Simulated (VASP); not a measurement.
# Mg3Cd2Te3 (P4/mmm) in VASP: notebook

Mg3Cd2Te3 is run at these levels: PBE; tasks: single point.

Everything below comes from runs of VASP 6.6.1. Logs are shortened: lines on timing, memory, paths and dates and some standing lists are left out, and cuts for length are marked.

### 1 The cell of the first run

The structure is tetragonal, space group P4/mmm (No. 123). The conventional cell has a = 3.983 Å, b = 3.983 Å, c = 12.972 Å, α = 90.00°, β = 90.00°, γ = 90.00°. Within 3.8 Å of Mg (site symmetry 4/mmm) lie 2 Te at 2.86 Å and 8 Cd at 3.18 Å. Within 4.2 Å of Mg (site symmetry 4mm) lie 5 Mg at 3.20 to 3.98 Å and 8 Te at 3.24 to 3.47 Å and 1 Cd at 3.41 Å. Within 4.0 Å of Cd (site symmetry 4mm) lie 5 Cd at 2.96 to 3.98 Å and 4 Te at 3.14 Å and 5 Mg at 3.18 to 3.41 Å. Within 4.3 Å of Te (site symmetry 4/mmm) lie 8 Mg at 3.24 Å and 6 Te at 3.62 to 3.98 Å. Te (site symmetry 4mm) has 5 Mg at 2.86 to 3.47 Å and 4 Cd at 3.14 Å and 1 Te at 3.62 Å within 3.8 Å.

### 2 Single point, PBE

The input, INCAR:

```
  ALGO = Normal
  EDIFF = 1E-6
  ENCUT = 520
  GGA = PE
  ISIF = 2
  ISMEAR = 0
  LASPH = True
  LCHARG = True
  LELF = True
  LREAL = False
  LVHAR = True
  LWAVE = False
  NBANDS = 34
  NELM = 100
  PREC = Accurate
  SIGMA = 0.2
```

The input, KPOINTS:

```
k-points
0
Gamma
  5 5 2
```

The input, POSCAR:

```
Mg3Cd2Te3
1.0
    3.9831584400      0.0000000000      0.0000000000
    0.0000000000      3.9831584400      0.0000000000
    0.0000000000      0.0000000000     12.9720828235
Mg Cd Te
3 2 3
Direct
    0.0000000000      0.0000000000      0.5000000000
    0.5000000000      0.5000000000      0.1232247748
    0.5000000000      0.5000000000      0.8767752252
    0.5000000000      0.5000000000      0.6141276281
    0.5000000000      0.5000000000      0.3858723719
    0.0000000000      0.0000000000      0.0000000000
    0.0000000000      0.0000000000      0.2793369581
    0.0000000000      0.0000000000      0.7206630419
```

Potentials or basis: VASP PAW PBE potentials, release 64 (Mg, Cd, Te).

Launch:

```bash
$ cat potpaw_PBE.64/Mg/POTCAR potpaw_PBE.64/Cd/POTCAR potpaw_PBE.64/Te/POTCAR > POTCAR
$ mpirun -np 1 vasp_std > vasp.out
```

OUTCAR:

```text
EDIFF = 1E-6
   ENCUT = 520
   GGA = PE
   ISIF = 2
   ISMEAR = 0
   LASPH = True
   LREAL = False
   NELM = 100
   PREC = Accurate

 ion  position               nearest neighbor table
   1  0.000  0.000  0.500-   8 2.86   7 2.86   4 3.18   5 3.18   4 3.18   5 3.18   4 3.18   5 3.18
                             4 3.18   5 3.18
   2  0.500  0.500  0.123-   3 3.20   6 3.24   6 3.24   6 3.24   6 3.24   5 3.41   7 3.47   7 3.47
                             7 3.47   7 3.47
   3  0.500  0.500  0.877-   2 3.20   6 3.24   6 3.24   6 3.24   6 3.24   4 3.41   8 3.47   8 3.47
                             8 3.47   8 3.47
   4  0.500  0.500  0.614-   5 2.96   8 3.14   8 3.14   8 3.14   8 3.14   1 3.18   1 3.18   1 3.18
                             1 3.18   3 3.41
   5  0.500  0.500  0.386-   4 2.96   7 3.14   7 3.14   7 3.14   7 3.14   1 3.18   1 3.18   1 3.18
                             1 3.18   2 3.41
   6  0.000  0.000  0.000-   2 3.24   3 3.24   2 3.24   3 3.24   2 3.24   3 3.24   2 3.24   3 3.24
                             7 3.62   8 3.62
   7  0.000  0.000  0.279-   1 2.86   5 3.14   5 3.14   5 3.14   5 3.14   2 3.47   2 3.47   2 3.47
                             2 3.47   6 3.62
   8  0.000  0.000  0.721-   1 2.86   4 3.14   4 3.14   4 3.14   4 3.14   3 3.47   3 3.47   3 3.47
                             3 3.47   6 3.62

  LATTYP: Found a simple tetragonal cell.
 ALAT       =     3.9831584400
 C/A-ratio  =     3.2567328212

  Lattice vectors:

 A1 = (   3.9831584400,   0.0000000000,   0.0000000000)
 A2 = (   0.0000000000,   3.9831584400,   0.0000000000)
 A3 = (   0.0000000000,   0.0000000000,  12.9720828235)

Analysis of symmetry for initial positions (statically):
=====================================================================
 Subroutine PRICEL returns:
 Original cell was already a primitive cell.

 Routine SETGRP: Setting up the symmetry group for a
 simple tetragonal supercell.

 Subroutine GETGRP returns: Found 16 space group operations
 (whereof 16 operations were pure point group operations)
 out of a pool of 16 trial point group operations.

The static configuration has the point symmetry D_4h.

Analysis of symmetry for dynamics (positions and initial velocities):
=====================================================================
 Subroutine PRICEL returns:
 Original cell was already a primitive cell.

 Routine SETGRP: Setting up the symmetry group for a
 simple tetragonal supercell.

 Subroutine GETGRP returns: Found 16 space group operations
 (whereof 16 operations were pure point group operations)
 out of a pool of 16 trial point group operations.

The dynamic configuration has the point symmetry D_4h.

 Subroutine INISYM returns: Found 16 space group operations
 (whereof 16 operations are pure point group operations),
 and found     1 'primitive' translations

----------------------------------------------------------------------------------------

                                     Primitive cell

  volume of cell :     205.8092

  direct lattice vectors                    reciprocal lattice vectors
     3.983158440  0.000000000  0.000000000     0.251057048  0.000000000  0.000000000
     0.000000000  3.983158440  0.000000000     0.000000000  0.251057048  0.000000000
     0.000000000  0.000000000 12.972082823     0.000000000  0.000000000  0.077088623

  length of vectors
     3.983158440  3.983158440 12.972082823     0.251057048  0.251057048  0.077088623

  position of ions in fractional coordinates (direct lattice)
     0.000000000  0.000000000  0.500000000
     0.500000000  0.500000000  0.123224775
     0.500000000  0.500000000  0.876775225
     0.500000000  0.500000000  0.614127628
     0.500000000  0.500000000  0.385872372
     0.000000000  0.000000000  0.000000000
     0.000000000  0.000000000  0.279336958
     0.000000000  0.000000000  0.720663042

  ion indices of the primitive-cell ions
   primitive index   ion index
                 1           1
                 2           2
                 3           3
                 4           4
                 5           5
                 6           6
                 7           7
                 8           8

----------------------------------------------------------------------------------------

 KPOINTS: k-points

Automatic generation of k-mesh.
 Grid dimensions read from file:
 generate k-points for:    5    5    2

 Generating k-lattice:

  Cartesian coordinates                     Fractional coordinates (reciprocal lattice)
     0.050211410  0.000000000  0.000000000     0.200000000  0.000000000  0.000000000
     0.000000000  0.050211410  0.000000000     0.000000000  0.200000000  0.000000000
     0.000000000  0.000000000  0.038544311     0.000000000  0.000000000  0.500000000

  Length of vectors
     0.050211410  0.050211410  0.038544311

  Shift w.r.t. Gamma in fractional coordinates (k-lattice)
     0.000000000  0.000000000  0.000000000

 Subroutine IBZKPT returns following result:
 ===========================================

 Found     12 irreducible k-points:

 Following reciprocal coordinates:
            Coordinates               Weight
  0.000000  0.000000  0.000000      1.000000
  0.200000  0.000000  0.000000      4.000000
  0.400000  0.000000  0.000000      4.000000
  0.200000  0.200000  0.000000      4.000000
  0.400000  0.200000  0.000000      8.000000
  0.400000  0.400000  0.000000      4.000000
  0.000000  0.000000  0.500000      1.000000
  0.200000  0.000000  0.500000      4.000000
  0.400000  0.000000  0.500000      4.000000
  0.200000  0.200000  0.500000      4.000000
  0.400000  0.200000  0.500000      8.000000
  0.400000  0.400000  0.500000      4.000000
   k-points           NKPTS =     12   k-points in BZ     NKDIM =     12   number of bands    NBANDS=     34
   number of dos      NEDOS =    301   number of ions     NIONS =      8
   total plane-waves  NPLWV =  86400
   dimension x,y,z NGX =    30 NGY =   30 NGZ =   96
   dimension x,y,z NGXF=    60 NGYF=   60 NGZF=  192
   ions per type =               3   2   3
   NGX,Y,Z   is equivalent  to a cutoff of  12.52, 12.52, 12.30 a.u.
   NGXF,Y,Z  is equivalent  to a cutoff of  25.04, 25.04, 24.61 a.u.
 SYSTEM =  unknown system
   PREC   = accura    normal or accurate (medium, high low for compatibility)
   ISTART =      0    job   : 0-new  1-cont  2-samecut
   ICHARG =      2    charge: 1-file 2-atom 10-const
   ISPIN  =      1    spin polarized calculation?
   LNONCOLLINEAR =      F non collinear calculations
   LSORBIT =      F    spin-orbit coupling
   LASPH  =      T    aspherical Exc in radial PAW
   ENCUT  =  520.0 eV  38.22 Ry    6.18 a.u.   7.41  7.41 24.12*2*pi/ulx,y,z
   NELM   =    100;   NELMIN=  2; NELMDL= -5     # of ELM steps
   EDIFF  = 0.1E-05   stopping-criterion for ELM
   LREAL  =      F    real-space projection
   EDIFFG = 0.1E-04   stopping-criterion for IOM
   NSW    =      0    number of steps for IOM
   IBRION =     -1    ionic relax: 0-MD 1-quasi-New 2-CG
   NFREE  =      0    steps in history (QN), initial steepest desc. (CG)
   ISIF   =      2    stress and relaxation
   ISYM   =      2    0-nonsym 1-usesym 2-fastsym
   POTIM  = 0.5000    time-step for ionic-motion
   TEBEG  =    0.0;   TEEND  =   0.0 temperature during run
   PSTRESS=    0.0 pullay stress
   NELECT =      48.0000    total number of electrons
   NUPDOWN=      -1.0000    fix difference up-down
   EMIN   =  10.00;   EMAX   =-10.00  energy-range for DOS
   EFERMI =   0.00;   METHOD = LEGACY
   ISMEAR =     0;   SIGMA  =   0.20  broadening in eV -4-tet -1-fermi 0-gaus
   EFERMI_NEDOS =   21; number of points for ismear=-14 and -15
   IALGO  =     38    algorithm
   IMIX   =      4    mixing-type and parameters
     AMIX     =   0.40;   BMIX     =  1.00
     AMIX_MAG =   1.60;   BMIX_MAG =  1.00
  volume/ion in A,a.u.               =      25.73       173.61
  Fermi-wavevector in a.u.,A,eV,Ry     =   1.007705  1.904287 13.816313  1.015470
  Thomas-Fermi vector in A             =   2.140527
   LORBIT       =      0    0 simple, 1 ext, 2 COOP (PROOUT), +10 PAW based schemes
   GGA     = PE    functional components
   LHFCALC =     F    Hartree Fock is set to
   AEXX    =    0.0000 exact exchange contribution
   IVDW    =     0    specifies the selected vdW correction
   LEPSILON=     F    determine dielectric tensor
   LRPA    =     F    only Hartree local field effects (RPA)
 non-spin polarized calculation
 Gauss-broadening in eV      SIGMA  =   0.20
  energy-cutoff  :      520.00
  volume of cell :      205.81
 maximum number of plane-waves:      5601
 NGX is ok and might be reduce to    30
   NGX = 15   NGY = 15   NGZ = 49

 number of electron      47.9999999 magnetization

 Free energy of the ion-electron system (eV)
  ---------------------------------------------------
  ext. energy  EPLUGINS =         0.00000000
  ---------------------------------------------------
  free energy    TOTEN  =       -17.26175680 eV

  energy without entropy =      -17.23749709  energy(sigma->0) =      -17.24962695

 E-fermi :   4.9611     XC(G=0):  -9.4798

 val. band max:        4.9319111246   @ k =   0.4000   0.4000   0.0000
 cond. band min:       5.0724425349   @ k =   0.0000   0.0000   0.5000
 fundamental gap:      0.1405314103
 Fermi energy:         4.9611357892

 k-point     1 :       0.0000    0.0000    0.0000
  band No.  band energies     occupation
      1      -7.4049      2.00000
      2      -7.1839      2.00000
      3      -6.6244      2.00000
      4      -4.4822      2.00000
      5      -4.2604      2.00000
      6      -4.2579      2.00000
[... 26 lines left out ...]
     33       9.0956      0.00000
     34       9.1148      0.00000

 k-point     2 :       0.2000    0.0000    0.0000
  band No.  band energies     occupation
      1      -7.1992      2.00000
      2      -6.9940      2.00000
      3      -6.4296      2.00000
      4      -4.4686      2.00000
      5      -4.2901      2.00000
      6      -4.2494      2.00000
[... 26 lines left out ...]
     33       9.8901      0.00000
     34       9.9135      0.00000
[... 331 lines left out ...]
     33       8.8412      0.00000
     34       9.1246      0.00000

 k-point    12 :       0.4000    0.4000    0.5000
  band No.  band energies     occupation
      1      -6.3901      2.00000
      2      -6.3508      2.00000
      3      -5.6102      2.00000
      4      -4.4159      2.00000
      5      -4.3813      2.00000
      6      -4.3705      2.00000
[... 26 lines left out ...]
     33       7.6658      0.00000
     34       9.0293      0.00000

------------------------ aborting loop because EDIFF is reached ----------------------------------------

  FORCE on cell =-STRESS in cart. coord.  units (eV):
  Direction    XX          YY          ZZ          XY          YZ          ZX
  --------------------------------------------------------------------------------------
  -------------------------------------------------------------------------------------
  Total        0.1624076      0.1624076      0.0307356      0.0000000     -0.0000000     -0.0000000
  in kB        1.2643056      1.2643056      0.2392698      0.0000000     -0.0000000     -0.0000000
  external PRESSURE =       0.9226270 kB  Pullay stress =       0.0000000 kB

 VOLUME and BASIS-vectors are now :
 -----------------------------------------------------------------------------
  energy-cutoff  :      520.00
  volume of cell :      205.81
      direct lattice vectors                 reciprocal lattice vectors
     3.983158440  0.000000000  0.000000000     0.251057048  0.000000000  0.000000000
     0.000000000  3.983158440  0.000000000     0.000000000  0.251057048  0.000000000
     0.000000000  0.000000000 12.972082823     0.000000000  0.000000000  0.077088623

 POSITION                                       TOTAL-FORCE (eV/Angst)
 -----------------------------------------------------------------------------------
      0.00000      0.00000      6.48604         0.000000      0.000000      0.000000
      1.99158      1.99158      1.59848         0.000000     -0.000000      0.000851
      1.99158      1.99158     11.37360        -0.000000     -0.000000     -0.000851
      1.99158      1.99158      7.96651         0.000000     -0.000000     -0.011035
      1.99158      1.99158      5.00557         0.000000      0.000000      0.011035
      0.00000      0.00000      0.00000         0.000000      0.000000      0.000000
      0.00000      0.00000      3.62358         0.000000      0.000000     -0.028354
      0.00000      0.00000      9.34850         0.000000      0.000000      0.028354
 -----------------------------------------------------------------------------------
    total drift:                                0.000000      0.000000      0.000000

  FREE ENERGIE OF THE ION-ELECTRON SYSTEM (eV)
  ---------------------------------------------------
  free  energy   TOTEN  =       -17.2617567974 eV

  energy  without entropy=      -17.2374970927  energy(sigma->0) =      -17.24962695
```

Run time: 46 s. Hardware: 1 thread of Intel Xeon 6975P-C (Granite Rapids), shared host; peak memory 0.31 GiB.

Results:

* Free energy: -17.2618 eV
* Pressure: 0.1 GPa
* Largest force: 0.028 eV/Å
* Band gap on the k mesh: zero (bands 24 and 25 overlap by 1.86 eV)

Forces on the atoms (eV/Å):
```
Mg   0.000  0.000  0.000
Mg   0.000  0.000  0.001
Mg   0.000  0.000 -0.001
Cd   0.000  0.000 -0.011
Cd   0.000  0.000  0.011
Te   0.000  0.000  0.000
Te   0.000  0.000 -0.028
Te   0.000  0.000  0.028
```

Levels at points of the mesh, in eV from the Fermi level:
```tsv
k point	band 21	band 22	band 23	band 24	band 25	band 26
(0.00, 0.00, 0.00)	-1.55	-1.22	-1.22	-0.38	-0.31	0.61
(0.00, 0.00, 0.50)	-1.31	-1.13	-1.13	-0.77	0.11	0.44
```

Caveat: spin-orbit coupling is left out, which moves the levels of the heavy elements.

### 3 Single point, PBE

This run uses another cell than the first one, of 27.79 Å³/atom.

The input, INCAR:

```
ALGO = Fast ; EDIFF = 1E-6
ENCUT = 520 ; GGA = PE
ISIF = 2 ; ISMEAR = 0
LASPH = True ; LCHARG = True
LELF = True ; LREAL = False
LVHAR = True ; LWAVE = False
NBANDS = 34 ; NELM = 60
PREC = Accurate ; SIGMA = 0.2
```

The input, KPOINTS:

```
k-points
0
Gamma
  4 4 2
```

The input, POSCAR:

```
Mg3Cd2Te3
1.0
    4.2117191352      0.0000000000      0.0000000000
    0.0000000000      4.2117191352      0.0000000000
    0.0000000000      0.0000000000     12.5334309972
Mg Cd Te
3 2 3
Direct
    0.5000000000      0.5000000000      0.7709102253
    0.0000000000      0.0000000000      0.0000000000
    0.5000000000      0.5000000000      0.2290897747
    0.0000000000      0.5000000000      0.5000000000
    0.5000000000      0.0000000000      0.5000000000
    0.0000000000      0.0000000000      0.7573531197
    0.5000000000      0.5000000000      0.0000000000
    0.0000000000      0.0000000000      0.2426468803
```

Potentials or basis: VASP PAW PBE potentials, release 64 (Mg, Cd, Te).

Launch:

```bash
$ cat potpaw_PBE.64/Mg/POTCAR potpaw_PBE.64/Cd/POTCAR potpaw_PBE.64/Te/POTCAR > POTCAR
$ mpirun -np 1 vasp_std > vasp.out
```

It took 40 s on 1 thread of Intel Xeon 6975P-C (Granite Rapids), shared host; peak memory 0.35 GiB.

It converged, with:

```yaml
Free_energy: -19.2061 eV
Pressure: 0.2 GPa
Largest_force: 0.020 eV/Å
Band_gap_on_the_k_mesh: zero (bands 24 and 25 overlap by 1.00 eV)
```

Forces in eV/Å, atoms in the order of the input:
```
Mg   0.000  0.000 -0.014
Mg   0.000  0.000  0.000
Mg   0.000  0.000  0.014
Cd   0.000  0.000  0.000
Cd   0.000  0.000  0.000
Te   0.000  0.000  0.020
Te   0.000  0.000  0.000
Te   0.000  0.000 -0.020
```

Stress tensor (GPa, compression positive):
```
0.14 0.00 0.00
0.00 0.14 0.00
0.00 0.00 0.32
```

Levels at points of the mesh, in eV from the Fermi level:
```
           k point  band 21  band 22  band 23  band 24  band 25  band 26  band 27  band 28
(0.00, 0.00, 0.00)    -1.89    -1.32    -1.32     0.03     1.02     1.56     1.91     2.25
(0.50, 0.00, 0.00)    -1.52    -1.39    -1.33    -0.81     1.60     2.07     2.49     2.77
(0.50, 0.50, 0.00)    -3.05    -2.07    -1.69    -0.85    -0.85    -0.51     0.19     0.21
(0.00, 0.00, 0.50)    -1.27    -1.27    -1.23    -0.08     0.23     1.22     2.37     2.57
(0.50, 0.00, 0.50)    -1.63    -1.52    -1.36    -1.36     1.03     2.70     2.75     2.77
(0.50, 0.50, 0.50)    -2.76    -2.58    -1.42    -0.98    -0.98    -0.78     0.21     1.05
```

Caveat: the k points lie up to 0.37 Å⁻¹ apart, too coarse for converged energies and pressures of a metal; spin-orbit coupling is left out, which moves the levels of the heavy elements.

[end of part 1 of 2]
